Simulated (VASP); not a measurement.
# Al (Fm-3m) in VASP: a series of runs

Al is run at these levels: PBE+D3(BJ); tasks: single point, relaxation of cell and atoms.

All numbers are computed with VASP 6.6.1; they aren't measurements. Logs are shortened: lines on timing, memory, paths and dates and some standing lists are left out, and cuts for length are marked.

## Step 1: The cell of the first run

It takes space group Fm-3m (No. 225, cubic). Conventional cell: a = 4.050 Å, b = 4.050 Å, c = 4.050 Å, α = 90.00°, β = 90.00°, γ = 90.00°. Within 3.8 Å of Al (site symmetry m-3m) lie 12 Al at 2.86 Å.

## Step 2: Single point, PBE+D3(BJ)

Contents of INCAR:

```
SYSTEM = Al
ALGO     = Normal         ! electronic algorithm
EDIFF    = 1E-7           ! SCF threshold, eV
ENCUT    = 520            ! plane-wave cutoff, eV
GGA      = PE             ! functional
ISIF     = 2              ! what is computed and relaxed
ISMEAR   = 0              ! smearing method
IVDW     = 12             ! dispersion correction
LASPH    = .True.         ! aspherical terms in the spheres
LCHARG   = .False.        ! write CHGCAR
LREAL    = .False.        ! projectors in reciprocal space
LWAVE    = .False.        ! write WAVECAR
NBANDS   = 8              ! bands
NELM     = 60             ! most SCF steps
PREC     = Accurate       ! precision mode
SIGMA    = 0.1            ! smearing width, eV
```

Contents of KPOINTS:

```
k-points
0
Gamma
  8 8 8
  0 0 0
```

Contents of POSCAR:

```
Al
1.0
    0.0000000000      2.0248050000      2.0248050000
    2.0248050000      0.0000000000      2.0248050000
    2.0248050000      2.0248050000      0.0000000000
Al
1
Direct
    0.0000000000      0.0000000000      0.0000000000
```

Potentials or basis: VASP PAW PBE potentials, release 64 (Al).

Run with:

```bash
$ cat potpaw_PBE.64/Al/POTCAR > POTCAR
$ mpirun -np 1 vasp_std > vasp.out
```

OUTCAR:

```text
SYSTEM = Al
   EDIFF = 1E-7
   ENCUT = 520
   GGA = PE
   ISIF = 2
   ISMEAR = 0
   IVDW = 12
   LASPH = .True.
   LREAL = .False.
   NELM = 60
   PREC = Accurate
 IVDW          = 12

 ion  position               nearest neighbor table
   1  0.000  0.000  0.000-

  LATTYP: Found a face centered cubic cell.
 ALAT       =     4.0496100000

  Lattice vectors:

 A1 = (   0.0000000000,   2.0248050000,   2.0248050000)
 A2 = (   2.0248050000,   0.0000000000,   2.0248050000)
 A3 = (   2.0248050000,   2.0248050000,   0.0000000000)

Analysis of symmetry for initial positions (statically):
=====================================================================
 Subroutine PRICEL returns:
 Original cell was already a primitive cell.

 Routine SETGRP: Setting up the symmetry group for a
 face centered cubic supercell.

 Subroutine GETGRP returns: Found 48 space group operations
 (whereof 48 operations were pure point group operations)
 out of a pool of 48 trial point group operations.

The static configuration has the point symmetry O_h .

Analysis of symmetry for dynamics (positions and initial velocities):
=====================================================================
 Subroutine PRICEL returns:
 Original cell was already a primitive cell.

 Routine SETGRP: Setting up the symmetry group for a
 face centered cubic supercell.

 Subroutine GETGRP returns: Found 48 space group operations
 (whereof 48 operations were pure point group operations)
 out of a pool of 48 trial point group operations.

The dynamic configuration has the point symmetry O_h .

 Subroutine INISYM returns: Found 48 space group operations
 (whereof 48 operations are pure point group operations),
 and found     1 'primitive' translations

----------------------------------------------------------------------------------------

                                     Primitive cell

  volume of cell :      16.6027

  direct lattice vectors                    reciprocal lattice vectors
     0.000000000  2.024805000  2.024805000    -0.246937359  0.246937359  0.246937359
     2.024805000  0.000000000  2.024805000     0.246937359 -0.246937359  0.246937359
     2.024805000  2.024805000  0.000000000     0.246937359  0.246937359 -0.246937359

  length of vectors
     2.863506692  2.863506692  2.863506692     0.427708053  0.427708053  0.427708053

  position of ions in fractional coordinates (direct lattice)
     0.000000000  0.000000000  0.000000000

  ion indices of the primitive-cell ions
   primitive index   ion index
                 1           1

----------------------------------------------------------------------------------------

 KPOINTS: k-points

Automatic generation of k-mesh.
 Grid dimensions read from file:
 generate k-points for:    8    8    8

 Generating k-lattice:

  Cartesian coordinates                     Fractional coordinates (reciprocal lattice)
    -0.030867170  0.030867170  0.030867170     0.125000000  0.000000000  0.000000000
     0.030867170 -0.030867170  0.030867170     0.000000000  0.125000000  0.000000000
     0.030867170  0.030867170 -0.030867170     0.000000000  0.000000000  0.125000000

  Length of vectors
     0.053463507  0.053463507  0.053463507

  Shift w.r.t. Gamma in fractional coordinates (k-lattice)
     0.000000000  0.000000000  0.000000000

 Subroutine IBZKPT returns following result:
 ===========================================

 Found     29 irreducible k-points:

 Following reciprocal coordinates:
            Coordinates               Weight
  0.000000  0.000000  0.000000      1.000000
  0.125000  0.000000  0.000000      8.000000
  0.250000  0.000000  0.000000      8.000000
  0.375000  0.000000  0.000000      8.000000
  0.500000  0.000000  0.000000      4.000000
  0.125000  0.125000  0.000000      6.000000
[... 16 lines left out ...]
  0.500000  0.250000  0.125000     48.000000
 -0.375000  0.250000  0.125000     24.000000
 [... further k-points ...]
   k-points           NKPTS =     29   k-points in BZ     NKDIM =     29   number of bands    NBANDS=      8
   number of dos      NEDOS =    301   number of ions     NIONS =      1
   total plane-waves  NPLWV =  13824
   dimension x,y,z NGX =    24 NGY =   24 NGZ =   24
   dimension x,y,z NGXF=    48 NGYF=   48 NGZF=   48
   ions per type =               1
   NGX,Y,Z   is equivalent  to a cutoff of  13.93, 13.93, 13.93 a.u.
   NGXF,Y,Z  is equivalent  to a cutoff of  27.87, 27.87, 27.87 a.u.
 SYSTEM =  Al
   PREC   = accura    normal or accurate (medium, high low for compatibility)
   ISTART =      0    job   : 0-new  1-cont  2-samecut
   ICHARG =      2    charge: 1-file 2-atom 10-const
   ISPIN  =      1    spin polarized calculation?
   LNONCOLLINEAR =      F non collinear calculations
   LSORBIT =      F    spin-orbit coupling
   LASPH  =      T    aspherical Exc in radial PAW
   ENCUT  =  520.0 eV  38.22 Ry    6.18 a.u.   5.32  5.32  5.32*2*pi/ulx,y,z
   NELM   =     60;   NELMIN=  2; NELMDL= -5     # of ELM steps
   EDIFF  = 0.1E-06   stopping-criterion for ELM
   LREAL  =      F    real-space projection
   EDIFFG = 0.1E-05   stopping-criterion for IOM
   NSW    =      0    number of steps for IOM
   IBRION =     -1    ionic relax: 0-MD 1-quasi-New 2-CG
   NFREE  =      0    steps in history (QN), initial steepest desc. (CG)
   ISIF   =      2    stress and relaxation
   ISYM   =      2    0-nonsym 1-usesym 2-fastsym
   POTIM  = 0.5000    time-step for ionic-motion
   TEBEG  =    0.0;   TEEND  =   0.0 temperature during run
   PSTRESS=    0.0 pullay stress
   NELECT =       3.0000    total number of electrons
   NUPDOWN=      -1.0000    fix difference up-down
   EMIN   =  10.00;   EMAX   =-10.00  energy-range for DOS
   EFERMI =   0.00;   METHOD = LEGACY
   ISMEAR =     0;   SIGMA  =   0.10  broadening in eV -4-tet -1-fermi 0-gaus
   EFERMI_NEDOS =   21; number of points for ismear=-14 and -15
   IALGO  =     38    algorithm
   IMIX   =      4    mixing-type and parameters
     AMIX     =   0.40;   BMIX     =  1.00
     AMIX_MAG =   1.60;   BMIX_MAG =  1.00
  volume/ion in A,a.u.               =      16.60       112.04
  Fermi-wavevector in a.u.,A,eV,Ry     =   0.925526  1.748991 11.654733  0.856599
  Thomas-Fermi vector in A             =   2.051390
   LORBIT       =      0    0 simple, 1 ext, 2 COOP (PROOUT), +10 PAW based schemes
   GGA     = PE    functional components
   LHFCALC =     F    Hartree Fock is set to
   AEXX    =    0.0000 exact exchange contribution
   IVDW    =    12    specifies the selected vdW correction
   LEPSILON=     F    determine dielectric tensor
   LRPA    =     F    only Hartree local field effects (RPA)
 non-spin polarized calculation
 Gauss-broadening in eV      SIGMA  =   0.10
  energy-cutoff  :      520.00
  volume of cell :       16.60
 maximum number of plane-waves:       459
 NGX is ok and might be reduce to    24
   NGX = 11   NGY = 11   NGZ = 11

 number of electron       3.0000000 magnetization

 Free energy of the ion-electron system (eV)
  ---------------------------------------------------
  ext. energy  EPLUGINS =         0.00000000
  ---------------------------------------------------
  free energy    TOTEN  =        -3.74144419 eV

  energy without entropy =       -3.73833312  energy(sigma->0) =       -3.73988866

 E-fermi :   7.9959     XC(G=0): -10.1731

 val. band max:        7.6178045236   @ k =  -0.2500   0.3750   0.1250
 cond. band min:       8.0722588526   @ k =   0.5000   0.2500   0.1250
 fundamental gap:      0.4544543290
 Fermi energy:         7.9959380129

 k-point     1 :       0.0000    0.0000    0.0000
  band No.  band energies     occupation
      1      -3.1549      2.00000
      2      20.5219      0.00000
      3      20.5219      0.00000
      4      20.5219      0.00000
      5      21.9673      0.00000
      6      21.9673      0.00000
      7      21.9673      0.00000
      8      24.3591      0.00000

 k-point     2 :       0.1250    0.0000    0.0000
  band No.  band energies     occupation
      1      -2.7323      2.00000
      2      16.2229      0.00000
      3      19.5674      0.00000
      4      19.5674      0.00000
      5      22.5907      0.00000
      6      23.5152      0.00000
      7      23.5152      0.00000
      8      25.5443      0.00000

 k-point     3 :       0.2500    0.0000    0.0000
  band No.  band energies     occupation
      1      -1.4721      2.00000
      2      11.3637      0.00000
      3      18.7999      0.00000
      4      18.7999      0.00000
      5      22.2341      0.00000
      6      22.6352      0.00000
      7      22.6352      0.00000
      8      26.6252      0.00000

 k-point     4 :       0.3750    0.0000    0.0000
  band No.  band energies     occupation
      1       0.6042      2.00000
      2       7.0730      2.00000
      3      18.7079      0.00000
      4      18.7079      0.00000
      5      20.6517      0.00000
      6      20.6517      0.00000
      7      22.3071      0.00000
      8      24.5675      0.00000

 k-point     5 :       0.5000    0.0000    0.0000
  band No.  band energies     occupation
      1       3.3681      2.00000
      2       3.5660      2.00000
      3      19.2817      0.00000
      4      19.2817      0.00000
      5      19.3684      0.00000
      6      19.3684      0.00000
      7      23.0222      0.00000
      8      23.1390      0.00000
[... 177 lines left out ...]
 k-point    22 :       0.3750    0.2500    0.1250
  band No.  band energies     occupation
      1      -0.3613      2.00000
      2      11.7760      0.00000
      3      13.1687      0.00000
      4      16.6817      0.00000
      5      20.0380      0.00000
      6      21.7966      0.00000
      7      24.8214      0.00000
      8      28.1484      0.00000

 k-point    23 :       0.5000    0.2500    0.1250
  band No.  band energies     occupation
      1       1.6976      2.00000
      2       8.0723      0.28044
      3      12.4962      0.00000
      4      14.5497      0.00000
      5      20.6590      0.00000
      6      22.7426      0.00000
      7      24.8698      0.00000
      8      28.8263      0.00000

 k-point    24 :      -0.3750    0.2500    0.1250
  band No.  band energies     occupation
      1       4.4106      2.00000
      2       4.6552      2.00000
      3      12.8957      0.00000
      4      13.3544      0.00000
      5      21.1804      0.00000
      6      21.6161      0.00000
      7      28.1617      0.00000
      8      28.4696      0.00000

 [... further k-points ...]

------------------------ aborting loop because EDIFF is reached ----------------------------------------

 Edisp (eV)   -0.33416

 E8    (eV) :    -0.1494

  FORCE on cell =-STRESS in cart. coord.  units (eV):
  Direction    XX          YY          ZZ          XY          YZ          ZX
  --------------------------------------------------------------------------------------
  -------------------------------------------------------------------------------------
  Total      -0.39493    -0.39493    -0.39493     0.00000    -0.00000    -0.00000
  in kB     -38.11087   -38.11087   -38.11087     0.00000    -0.00000    -0.00000
  external pressure =      -38.11 kB  Pullay stress =        0.00 kB

 VOLUME and BASIS-vectors are now :
 -----------------------------------------------------------------------------
  energy-cutoff  :      520.00
  volume of cell :       16.60
      direct lattice vectors                 reciprocal lattice vectors
     0.000000000  2.024805000  2.024805000    -0.246937359  0.246937359  0.246937359
     2.024805000  0.000000000  2.024805000     0.246937359 -0.246937359  0.246937359
     2.024805000  2.024805000  0.000000000     0.246937359  0.246937359 -0.246937359

 POSITION                                       TOTAL-FORCE (eV/Angst)
 -----------------------------------------------------------------------------------
      0.00000      0.00000      0.00000         0.000000      0.000000      0.000000
 -----------------------------------------------------------------------------------
    total drift:                               -0.000000     -0.000000      0.000000

  FREE ENERGIE OF THE ION-ELECTRON SYSTEM (eV)
  ---------------------------------------------------
  free  energy   TOTEN  =        -4.0756071664 eV

  energy  without entropy=       -4.0724960931  energy(sigma->0) =       -4.07405163
```

It took 3.7 s on 1 thread of Intel Xeon 6975P-C, shared host; peak memory 0.13 GiB.

What came out:

```
Free energy                : -4.0756 eV
Pressure                   : -3.8 GPa
Dispersion energy per atom : -0.334 eV
```

Caveat: pairwise dispersion overbinds metals, which lowers pressure and volume.

(Continued in part 2 of 2.)
